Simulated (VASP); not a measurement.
# CuO (P1) in VASP: settings compared

Aim: see how the results for CuO move with the level of theory and the settings. Levels: PBE, BLYP, PBE+U. Tasks: relaxation of cell and atoms, single point.

Program: VASP 6.6.1. These are calculated values, not measurements. Logs are shortened: lines on timing, memory, paths and dates and some standing lists are left out, and cuts for length are marked.

### 1 The cell of the first run

The typed cell holds 4 atoms: a = 2.993 Å, b = 2.993 Å, c = 5.184 Å, α = 73.22°, β = 73.22°, γ = 60.00°.

### 2 Relaxation of cell and atoms, PBE

Input file INCAR:

```
PREC     = Accurate       # precision mode
ENCUT    = 600            # plane-wave cutoff, eV
EDIFF    = 1E-7           # SCF threshold, eV
ISMEAR   = -1             # smearing method
SIGMA    = 0.05           # smearing width, eV
LREAL    = False          # projectors in reciprocal space
LASPH    = True           # aspherical terms in the spheres
NELM     = 100            # most SCF steps
ALGO     = Fast           # electronic algorithm
ISIF     = 3              # what is computed and relaxed
LWAVE    = False          # write WAVECAR
LCHARG   = False          # write CHGCAR
GGA      = PE             # functional
IBRION   = 2              # ionic algorithm
NSW      = 60             # ionic steps
EDIFFG   = -0.01          # ionic threshold
```

Input file KPOINTS:

```
regular mesh
0
Gamma
  10 10 6
```

Input file POSCAR:

```
CuO
1.0
    0.0000000000     -2.1165600000     -2.1165600000
   -2.1165600000      0.0000000000     -2.1165600000
    2.1165600000      2.1165600000     -4.2331200000
Cu O
2 2
Direct
    0.5038875400      0.4769880100      0.4880064000
    0.0038875400      0.9769880100      0.9880064000
    0.7461124600      0.7730119900      0.7619936000
    0.2461124600      0.2730119900      0.2619936000
```

Potentials or basis: VASP PAW PBE potentials, release 64 (Cu, O).

Command:

```
$ cat potpaw_PBE.64/Cu/POTCAR potpaw_PBE.64/O/POTCAR > POTCAR
$ mpirun -np 1 vasp_std > vasp.out
```

OUTCAR:

```text
PREC = Accurate
   ENCUT = 600
   EDIFF = 1E-7
   ISMEAR = -1
   LREAL = False
   LASPH = True
   NELM = 100
   ISIF = 3
   GGA = PE
   IBRION = 2
   NSW = 60
   EDIFFG = -0.01

 ion  position               nearest neighbor table
   1  0.504  0.477  0.488-   4 1.94   4 2.06   3 2.08   4 2.17   3 2.19   3 2.30
   2  0.004  0.977  0.988-   3 1.94   3 2.06   4 2.08   3 2.17   4 2.19   4 2.30
   3  0.746  0.773  0.762-   2 1.94   2 2.06   1 2.08   2 2.17   1 2.19   1 2.30
   4  0.246  0.273  0.262-   1 1.94   1 2.06   2 2.08   1 2.17   2 2.19   2 2.30

  LATTYP: Found a trigonal (rhomboedric) cell.
 ALAT       =     5.1844920100
 COS(alpha) =     0.8333333333

  Lattice vectors:

 A1 = (   2.1165600000,   4.2331200000,  -2.1165600000)
 A2 = (   4.2331200000,   2.1165600000,  -2.1165600000)
 A3 = (   2.1165600000,   2.1165600000,  -4.2331200000)

Analysis of symmetry for initial positions (statically):
=====================================================================
 Subroutine PRICEL returns following result:

  LATTYP: Found a face centered cubic cell.
 ALAT       =     4.2331200000

  Lattice vectors:

 A1 = (   0.0000000000,  -2.1165600000,   2.1165600000)
 A2 = (   2.1165600000,  -2.1165600000,   0.0000000000)
 A3 = (   2.1165600000,   0.0000000000,   2.1165600000)

   2 primitive cells build up your supercell.

 Routine SETGRP: Setting up the symmetry group for a
 trigonal (rhombohedral) supercell.

 Subroutine GETGRP returns: Found  1 space group operations
 (whereof  1 operations were pure point group operations)
 out of a pool of 12 trial point group operations.

The static configuration has the point symmetry C_1 .

Analysis of symmetry for dynamics (positions and initial velocities):
=====================================================================
 Subroutine PRICEL returns following result:

  LATTYP: Found a face centered cubic cell.
 ALAT       =     4.2331200000

  Lattice vectors:

 A1 = (   0.0000000000,  -2.1165600000,   2.1165600000)
 A2 = (   2.1165600000,  -2.1165600000,   0.0000000000)
 A3 = (   2.1165600000,   0.0000000000,   2.1165600000)

   2 primitive cells build up your supercell.

 Routine SETGRP: Setting up the symmetry group for a
 trigonal (rhombohedral) supercell.

 Subroutine GETGRP returns: Found  1 space group operations
 (whereof  1 operations were pure point group operations)
 out of a pool of 12 trial point group operations.

The dynamic configuration has the point symmetry C_1 .

 Subroutine INISYM returns: Found  1 space group operations
 (whereof  1 operations are pure point group operations),
 and found     2 'primitive' translations

----------------------------------------------------------------------------------------

                                     Primitive cell

  volume of cell :      18.9636

  direct lattice vectors                    reciprocal lattice vectors
     0.000000000 -2.116560000  2.116560000    -0.236232377 -0.236232377  0.236232377
     2.116560000 -2.116560000  0.000000000     0.236232377 -0.236232377 -0.236232377
     2.116560000  0.000000000  2.116560000     0.236232377  0.236232377  0.236232377

  length of vectors
     2.993267858  2.993267858  2.993267858     0.409166479  0.409166479  0.409166479

  position of ions in fractional coordinates (direct lattice)
     0.023987200  0.991893940  0.019124450
     0.476012800  0.508106060  0.480875550

  ion indices of the primitive-cell ions
   primitive index   ion index
                 1           1
                 2           4

----------------------------------------------------------------------------------------

 KPOINTS: regular mesh

Automatic generation of k-mesh.
 Grid dimensions read from file:
 generate k-points for:   10   10    6

 Generating k-lattice:

  Cartesian coordinates                     Fractional coordinates (reciprocal lattice)
     0.011811619 -0.035434857 -0.011811619     0.100000000  0.000000000  0.000000000
    -0.035434857  0.011811619 -0.011811619     0.000000000  0.100000000  0.000000000
     0.019686031  0.019686031 -0.019686031     0.000000000  0.000000000  0.166666667

  Length of vectors
     0.039174708  0.039174708  0.034097207

  Shift w.r.t. Gamma in fractional coordinates (k-lattice)
     0.000000000  0.000000000  0.000000000

 -----------------------------------------------------------------------------
|                                                                             |
|           W    W    AA    RRRRR   N    N  II  N    N   GGGG   !!!           |
|           W    W   A  A   R    R  NN   N  II  NN   N  G    G  !!!           |
|           W    W  A    A  R    R  N N  N  II  N N  N  G       !!!           |
|           W WW W  AAAAAA  RRRRR   N  N N  II  N  N N  G  GGG   !            |
|           WW  WW  A    A  R   R   N   NN  II  N   NN  G    G                |
|           W    W  A    A  R    R  N    N  II  N    N   GGGG   !!!           |
|                                                                             |
|     Your reciprocal lattice and k-lattice belong to different lattice       |
|     classes:                                                                |
|                                                                             |
|        The reciprocal lattice is rhombohedral (trigonal),                   |
|        whereas your k-lattice is base-centered monoclinic.                  |
|                                                                             |
|     Results are often still useful ...                                      |
|                                                                             |
 -----------------------------------------------------------------------------

 WARNING: IBZKPT: internal override: KBLOWUP is changed to .FALSE.
      ... skipping the blow-up phase ...

 Subroutine IBZKPT returns following result:
 ===========================================

 Found    304 irreducible k-points:

 Following reciprocal coordinates:
            Coordinates               Weight
  0.000000  0.000000  0.000000      1.000000
  0.100000  0.000000  0.000000      2.000000
  0.200000  0.000000  0.000000      2.000000
  0.300000  0.000000  0.000000      2.000000
  0.400000  0.000000  0.000000      2.000000
  0.500000  0.000000  0.000000      1.000000
[... 16 lines left out ...]
 -0.400000  0.200000  0.000000      2.000000
 -0.300000  0.200000  0.000000      2.000000
 [... further k-points ...]
   k-points           NKPTS =    304   k-points in BZ     NKDIM =    304   number of bands    NBANDS=     21
   number of dos      NEDOS =    301   number of ions     NIONS =      4
   total plane-waves  NPLWV =  24192
   dimension x,y,z NGX =    24 NGY =   24 NGZ =   42
   dimension x,y,z NGXF=    48 NGYF=   48 NGZF=   84
   ions per type =               2   2
   NGX,Y,Z   is equivalent  to a cutoff of  13.33, 13.33, 13.47 a.u.
   NGXF,Y,Z  is equivalent  to a cutoff of  26.66, 26.66, 26.94 a.u.
 SYSTEM =  unknown system
   PREC   = accura    normal or accurate (medium, high low for compatibility)
   ISTART =      0    job   : 0-new  1-cont  2-samecut
   ICHARG =      2    charge: 1-file 2-atom 10-const
   ISPIN  =      1    spin polarized calculation?
   LNONCOLLINEAR =      F non collinear calculations
   LSORBIT =      F    spin-orbit coupling
   LASPH  =      T    aspherical Exc in radial PAW
   ENCUT  =  600.0 eV  44.10 Ry    6.64 a.u.   5.98  5.98 10.35*2*pi/ulx,y,z
   NELM   =    100;   NELMIN=  2; NELMDL= -5     # of ELM steps
   EDIFF  = 0.1E-06   stopping-criterion for ELM
   LREAL  =      F    real-space projection
   EDIFFG = -.1E-01   stopping-criterion for IOM
   NSW    =     60    number of steps for IOM
   IBRION =      2    ionic relax: 0-MD 1-quasi-New 2-CG
   NFREE  =      1    steps in history (QN), initial steepest desc. (CG)
   ISIF   =      3    stress and relaxation
   ISYM   =      2    0-nonsym 1-usesym 2-fastsym
   POTIM  = 0.5000    time-step for ionic-motion
   TEBEG  =    0.0;   TEEND  =   0.0 temperature during run
   PSTRESS=    0.0 pullay stress
   NELECT =      34.0000    total number of electrons
   NUPDOWN=      -1.0000    fix difference up-down
   EMIN   =  10.00;   EMAX   =-10.00  energy-range for DOS
   EFERMI =   0.00;   METHOD = LEGACY
   ISMEAR =    -1;   SIGMA  =   0.05  broadening in eV -4-tet -1-fermi 0-gaus
   EFERMI_NEDOS =   21; number of points for ismear=-14 and -15
   IALGO  =     68    algorithm
   IMIX   =      4    mixing-type and parameters
     AMIX     =   0.40;   BMIX     =  1.00
     AMIX_MAG =   1.60;   BMIX_MAG =  1.00
  volume/ion in A,a.u.               =       9.48        63.99
  Fermi-wavevector in a.u.,A,eV,Ry     =   1.578522  2.982973 33.902055  2.491731
  Thomas-Fermi vector in A             =   2.679040
   LORBIT       =      0    0 simple, 1 ext, 2 COOP (PROOUT), +10 PAW based schemes
   GGA     = PE    functional components
   LHFCALC =     F    Hartree Fock is set to
   AEXX    =    0.0000 exact exchange contribution
   IVDW    =     0    specifies the selected vdW correction
   LEPSILON=     F    determine dielectric tensor
   LRPA    =     F    only Hartree local field effects (RPA)
 conjugate gradient relaxation of ions
 non-spin polarized calculation
 RMM-DIIS sequential band-by-band and
  energy-cutoff  :      600.00
  volume of cell :       37.93
 maximum number of plane-waves:      1288
   NGX = 11   NGY = 11   NGZ = 21

--------------------------------------- Ionic step        1  -------------------------------------------

 number of electron      34.0000005 magnetization

 Free energy of the ion-electron system (eV)
  ---------------------------------------------------
  ext. energy  EPLUGINS =         0.00000000
  ---------------------------------------------------
  free energy    TOTEN  =       -18.84449955 eV

  energy without entropy =      -18.81859624  energy(sigma->0) =      -18.83154789

------------------------ aborting loop because EDIFF is reached ----------------------------------------

  FORCE on cell =-STRESS in cart. coord.  units (eV):
  Direction    XX          YY          ZZ          XY          YZ          ZX
  --------------------------------------------------------------------------------------
  -------------------------------------------------------------------------------------
  Total        0.6810879      0.8604338      2.6110791      0.0546723      0.2552033     -0.1678001
  in kB       28.7714653     36.3476484    110.3008514      2.3095442     10.7806535     -7.0884446
  external PRESSURE =      58.4733217 kB  Pullay stress =       0.0000000 kB
[... 95 lines left out ...]
  FREE ENERGIE OF THE ION-ELECTRON SYSTEM (eV)
  ---------------------------------------------------
  free  energy   TOTEN  =       -19.0241687072 eV

  energy  without entropy=      -18.9980956518  energy(sigma->0) =      -19.01113218

[... ionic steps 4 to 14 ...]

--------------------------------------- Ionic step       15  -------------------------------------------

 number of electron      34.0000001 magnetization

------------------------ aborting loop because EDIFF is reached ----------------------------------------

  FORCE on cell =-STRESS in cart. coord.  units (eV):
  Direction    XX          YY          ZZ          XY          YZ          ZX
  --------------------------------------------------------------------------------------
  -------------------------------------------------------------------------------------
  Total       -0.0212144     -0.0225015     -0.0412911      0.0028338      0.0403642     -0.0315938
  in kB       -0.8875950     -0.9414441     -1.7275853      0.1185628      1.6888049     -1.3218577
  external PRESSURE =      -1.1855415 kB  Pullay stress =       0.0000000 kB
[... 61 lines left out ...]
  energy  without entropy=      -19.0621738011  energy(sigma->0) =      -19.07429955

--------------------------------------- Ionic step       17  -------------------------------------------

 number of electron      34.0000001 magnetization

 Free energy of the ion-electron system (eV)
  ---------------------------------------------------
  ext. energy  EPLUGINS =         0.00000000
  ---------------------------------------------------
  free energy    TOTEN  =       -19.08650632 eV

  energy without entropy =      -19.06229501  energy(sigma->0) =      -19.07440067

 E-fermi :   6.0757     XC(G=0): -12.3708

 val. band max:        6.0753006631   @ k =   0.3000  -0.1000   0.3333
 cond. band min:       6.0764336648   @ k =  -0.2000   0.1000  -0.0000
 fundamental gap:      0.0011330018
 Fermi energy:         6.0756871905

 k-point     1 :       0.0000    0.0000    0.0000
  band No.  band energies     occupation
      1     -13.3929      2.00000
      2     -12.1336      2.00000
      3      -1.3151      2.00000
      4       1.2104      2.00000
      5       1.2290      2.00000
      6       3.6516      2.00000
[... 550 lines left out ...]
      5       0.7825      2.00000
      6       1.1219      2.00000
[... 13 lines left out ...]
     20      13.9537      0.00000
     21      16.3678      0.00000

 [... further k-points ...]
[... 5 lines left out ...]
  --------------------------------------------------------------------------------------
  -------------------------------------------------------------------------------------
  Total       -0.0041692     -0.0037226     -0.0093375      0.0025690      0.0352947     -0.0275112
  in kB       -0.1745294     -0.1558337     -0.3908775      0.1075424      1.4774810     -1.1516554
  external PRESSURE =      -0.2404136 kB  Pullay stress =       0.0000000 kB
[... 19 lines left out ...]
  FREE ENERGIE OF THE ION-ELECTRON SYSTEM (eV)
  ---------------------------------------------------
  free  energy   TOTEN  =       -19.0865063184 eV

  energy  without entropy=      -19.0622950136  energy(sigma->0) =      -19.07440067

 reached required accuracy - stopping structural energy minimisation
```

It took 61 min on 1 thread of Oxide Virtual Turin-like, shared host; peak memory 0.35 GiB.

What came out:

- Free energy: -19.0865 eV
- Relaxed volume: 9.57 Å³/atom
- Relaxed cell: a = 2.997 Å, b = 3.005 Å, c = 5.200 Å, α = 73.22°, β = 73.34°, γ = 60.06°
- Space group after relaxing (to 0.1 Å): Fm-3m (No. 225)
- Energy gained by relaxing: 60.5 meV/atom
- Ionic steps: 17
- Pressure after relaxing: 0.0 GPa
- Largest force after relaxing: 0.009 eV/Å
- Band gap on the k mesh: zero (bands 17 and 18 overlap by 1.16 eV)

Forces in eV/Å, atoms in the order of the input:
```
Cu   0.001 -0.004  0.008
Cu   0.001 -0.004  0.008
O   -0.001  0.004 -0.008
O   -0.001  0.004 -0.008
```

Stress tensor (GPa, compression positive):
```
-0.02  0.01 -0.12
 0.01 -0.02  0.15
-0.12  0.15 -0.04
```

Step by step:
```csv
step,energy change (eV),largest force (eV/Å),pressure (GPa),volume (Å³)
1,0.0000,1.2481,5.85,37.93
2,-0.1796,0.3360,-5.92,39.85
3,-0.1797,0.3284,-6.07,39.88
4,-0.2365,0.1007,0.43,38.24
5,-0.2367,0.0866,0.75,38.15
6,-0.2392,0.0160,0.11,38.27
7,-0.2395,0.0205,-0.22,38.34
8,-0.2403,0.0232,0.02,38.28
9,-0.2410,0.0270,0.29,38.21
10,-0.2411,0.0360,0.93,38.06
11,-0.2413,0.0317,0.65,38.13
12,-0.2417,0.0247,0.30,38.20
13,-0.2419,0.0152,-0.18,38.30
14,-0.2419,0.0178,0.01,38.29
15,-0.2419,0.0162,-0.12,38.29
16,-0.2419,0.0172,-0.19,38.29
17,-0.2420,0.0088,-0.02,38.27
```

Final structure:
```
Cu O
1.0
    -0.00218   -2.11990   -2.11788
    -2.12635    0.00364   -2.12338
     2.11968    2.13068   -4.24396
Cu O
2 2
Direct
  0.49993 0.50016 0.50012
  0.99993 0.00016 0.00012
  0.75007 0.74984 0.74988
  0.25007 0.24984 0.24988
```

Caveat: semilocal functionals often make such compounds metallic where correlation or magnetic order opens a gap, which also shifts bond lengths. With open d or f shells a metallic result of PBE can be an artefact of self-interaction; +U or a hybrid may open a gap.

### 3 Relaxation of cell and atoms, BLYP

Input file INCAR:

```
SYSTEM = CuO
PREC = Accurate
ENCUT = 600
EDIFF = 1E-7
ISMEAR = -1
SIGMA = 0.05
LREAL = .False.
LASPH = .True.
NELM = 80
ALGO = Fast
ISIF = 3
LWAVE = .False.
LCHARG = .False.
GGA = B5
ALDAX = 1.0
AGGAX = 1.0
AGGAC = 1.0
ALDAC = 0.0
IBRION = 2
NSW = 60
EDIFFG = -0.01
```

Input file KPOINTS:

```
Automatic mesh
0
Gamma
  10 10 6
  0 0 0
```

POSCAR is that of step 2.

Potentials or basis: VASP PAW PBE potentials, release 64 (Cu, O).

Command:

```
$ cat potpaw_PBE.64/Cu/POTCAR potpaw_PBE.64/O/POTCAR > POTCAR
$ mpirun -np 1 vasp_std > vasp.out
```

It took 53 min on 1 thread of Oxide Virtual Turin-like, shared host; peak memory 0.35 GiB.

Results (log left out):

- Free energy: -17.4564 eV
- Relaxed volume: 9.99 Å³/atom
- Relaxed cell: a = 3.046 Å, b = 3.052 Å, c = 5.289 Å, α = 72.85°, β = 72.95°, γ = 59.81°
- Space group after relaxing (to 0.1 Å): Fm-3m (No. 225)
- Energy gained by relaxing: 76.7 meV/atom
- Ionic steps: 13
- Pressure after relaxing: 0.0 GPa
- Band gap on the k mesh: zero (bands 17 and 18 overlap by 1.08 eV)

Forces on the atoms (eV/Å):
```
Cu   0.002 -0.001  0.001
Cu   0.002 -0.001  0.001
O   -0.002  0.001 -0.001
O   -0.002  0.001 -0.001
```

Stress tensor (GPa, compression positive):
```
 0.10  0.02 -0.09
 0.02  0.10  0.13
-0.09  0.13 -0.09
```

Step by step:
```tsv
step	energy change (eV)	largest force (eV/Å)	pressure (GPa)	volume (Å³)
1	0.0000	1.2990	13.72	37.93
2	-0.2176	0.2315	-7.95	42.55
3	-0.2438	0.4046	-3.46	41.23
4	-0.2878	0.2573	-1.06	40.37
5	-0.3012	0.1005	1.72	39.61
6	-0.3059	0.0085	-0.10	40.04
7	-0.3059	0.0073	-0.02	40.03
8	-0.3060	0.0035	0.01	40.02
9	-0.3063	0.0051	-0.01	40.01
10	-0.3062	0.0217	0.06	39.98
11	-0.3064	0.0109	0.00	40.00
12	-0.3065	0.0079	0.08	39.99
13	-0.3069	0.0029	0.04	39.97
```

Final structure:
```yaml
crystal:
  lattice:
    - [-0.00155, -2.14635, -2.16063]
    - [-2.15090, 0.00296, -2.16473]
    - [2.14591, 2.15491, -4.32773]
  atoms:
    - { symbol: Cu, position: [0.49997, 0.50011, 0.50000] }
    - { symbol: Cu, position: [0.99997, 0.00011, 0.00000] }
    - { symbol: O, position: [0.75003, 0.74989, 0.75000] }
    - { symbol: O, position: [0.25003, 0.24989, 0.25000] }
```

Levels at points of the mesh, in eV from the Fermi level:
```
           k point  band 15  band 16  band 17  band 18  band 19  band 20
(0.00, 0.00, 0.00)    -1.77    -1.37     0.67     0.71     1.46     6.06
(0.50, 0.00, 0.00)    -0.55    -0.55    -0.41    -0.41     7.03     7.03
(0.00, 0.50, 0.00)    -0.56    -0.56    -0.41    -0.41     7.04     7.04
(0.50, 0.50, 0.00)    -1.44    -1.37     0.67     0.71     5.42     6.05
(0.00, 0.00, 0.50)    -0.21    -0.21    -0.19    -0.19     4.19     4.19
(0.50, 0.00, 0.50)    -1.44    -1.36     0.67     0.71     5.43     6.04
(0.00, 0.50, 0.50)    -1.44    -1.37     0.67     0.71     5.43     6.07
(0.50, 0.50, 0.50)    -0.57    -0.57    -0.39    -0.39     7.03     7.03
```

Caveat: the PAW data sets were made with another functional, which shifts forces and pressure a little; semilocal functionals often make such compounds metallic where correlation or magnetic order opens a gap, which also shifts bond lengths. With open d or f shells a metallic result of BLYP can be an artefact of self-interaction; +U or a hybrid may open a gap.

[end of part 1 of 2]

The gap in the log of VASP goes by the Fermi energy; the results here count the filled bands.